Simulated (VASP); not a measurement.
Here is a VASP 6.6.1 calculation.

Contents of INCAR:

```
PREC = Accurate
ENCUT = 520
EDIFF = 1E-7
ISMEAR = 0
SIGMA = 0.05
LREAL = False
LASPH = True
NELM = 80
ALGO = Normal
ISIF = 2
LWAVE = False
LCHARG = False
GGA = PS
NBANDS = 15
```

Contents of KPOINTS:

```
regular mesh
0
Gamma
  8 8 8
```

POSCAR

```
KF
1.0
    3.2589550000      0.0000000000      0.0000000000
    0.0000000000      3.2589550000      0.0000000000
    0.0000000000      0.0000000000      3.3893132000
K F
1 1
Direct
    0.0000000000      0.0000000000      0.0000000000
    0.5000000000      0.5000000000      0.5000000000
```

Potentials or basis: VASP PAW PBE potentials, release 64 (K_sv, F).

Run with:

```bash
$ cat potpaw_PBE.64/K_sv/POTCAR potpaw_PBE.64/F/POTCAR > POTCAR
$ mpirun -np 1 vasp_std > vasp.out
```

(1) What does it give for the pressure?

(2) What does it give for the band gap on the k mesh?

Results:

(1) -3.4 GPa.

(2) 5.79 eV (least direct gap 5.85 eV).

Caveat: the cell differs from its parent crystal (strain +0.000 along x and y, +0.040 along z); the cell stands under tension; the PAW data sets were made with another functional, which shifts forces and pressure a little.
